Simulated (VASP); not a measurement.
Runs of VASP 6.6.1 on YN. The structure is that of space group Fm-3m (No. 225), or close to it. The cells are those of the table. 

```tsv
cell	gap on the mesh (eV)	pressure (GPa)
a = 3.402 Å, angles 60.0°, 2 atoms	0.10	10.3
a = 3.449 Å, angles 60.0°, 2 atoms	0.17	2.7
a = 3.516 Å, angles 60.0°, 2 atoms	0.27	-6.1
a = 3.378 Å, angles 60.0°, 2 atoms	0.05	14.7
a = 3.471 Å, angles 60.0°, 2 atoms	(c)	(d)
a = 3.494 Å, angles 60.0°, 2 atoms	(b)	(a)
a = 3.425 Å, angles 60.0°, 2 atoms	0.14	6.3
```

Alike in all rows: task single point; level PBE; potentials or basis VASP PAW PBE potentials, release 64 (Y_sv, N); no spin polarisation; k mesh 8 × 8 × 8; cutoff (eV) 600; smearing gaussian 0.01 eV.

Q: Fill in the values left out.

A: (a) -3.5; (b) 0.24; (c) 0.21; (d) -0.5.

Caveats: semilocal functionals underestimate gaps, and a narrow one can read as zero; the cell stands under pressure (at least some runs); the cell stands under tension (at least some runs).

A k mesh can miss the band edges, and the runs leave out spin-orbit coupling on Y.
